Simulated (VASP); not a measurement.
Input of a VASP 6.6.1 run:

The input INCAR:

```
PREC = Accurate ; ENCUT = 520
EDIFF = 1E-7 ; ISMEAR = 0
SIGMA = 0.05 ; LREAL = False
LASPH = True ; NELM = 100
ALGO = Normal ; ISIF = 2
LWAVE = False ; LCHARG = False
GGA = CA ; NBANDS = 16
```

Contents of KPOINTS:

```
regular mesh
0
Gamma
  8 8 5
```

POSCAR

```
AlN
1.0
    3.0923339994      0.0000000000      0.0000000000
   -1.5461669997      2.6780398005      0.0000000000
    0.0000000000      0.0000000000      4.9810000000
Al N
2 2
Direct
    0.3333333333      0.6666666667      0.0006401849
    0.6666666667      0.3333333333      0.5006401849
    0.3333333333      0.6666666667      0.3813598151
    0.6666666667      0.3333333333      0.8813598151
```

Potentials or basis: VASP PAW LDA potentials, release 64 (Al, N).

Command:

```sh
$ cat potpaw_LDA.64/Al/POTCAR potpaw_LDA.64/N/POTCAR > POTCAR
$ mpirun -np 1 vasp_std > vasp.out
```

Task: What does it give for the band gap on the k mesh?

Result: 4.37 eV, direct.

Task: What does it give for the pressure?

Result: -1.4 GPa.

Stress tensor (GPa, compression positive):
```
-0.82  0.00  0.00
 0.00 -0.82  0.00
 0.00  0.00 -2.48
```

LDA gaps usually lie below the measured ones, often by a third to a half.
